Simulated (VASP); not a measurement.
HfS2, 3 atoms in the cell. Symmetry: P-3m1, No. 164, trigonal system. Conventional cell: a = 3.640 Å, b = 3.640 Å, c = 6.056 Å, α = 90.00°, β = 90.00°, γ = 120.00°. Hf (site symmetry -3m) has 6 S at 2.54 Å within 3.4 Å. Within 3.4 Å of S (site symmetry 3m) lie 3 Hf at 2.54 Å. 

* Program: VASP 6.6.1
* Task: relaxation of the atoms
* Functional: PBEsol
* Dispersion: D3(BJ)
* Potentials or basis: VASP PAW PBE potentials, release 64 (Hf_pv, S)
* Cutoff: 450 eV
* k mesh: 12 × 12 × 6
* Occupations: gaussian, width 0.02 eV
* Spin: no spin polarisation
* Dipole correction: no
* Further INCAR settings: ALGO = Normal; EDIFF = 1e-07; IBRION = 2; EDIFFG = -0.01; NSW = 60

Potentials or basis: VASP PAW PBE potentials, release 64 (Hf_pv, S).

The run is started by

```bash
$ cat potpaw_PBE.64/Hf_pv/POTCAR potpaw_PBE.64/S/POTCAR > POTCAR
$ mpirun -np 1 vasp_std > vasp.out
```

Hardware: 1 thread of Intel Xeon 8259CL, on a shared host.

**Question.** How long does it take, and how much memory?

**Answer.** It took 5.6 min on 1 thread of Intel Xeon 8259CL, on a shared host, peak memory 0.25 GiB. Counts: scf iterations 26, k points 100, ion steps 3.
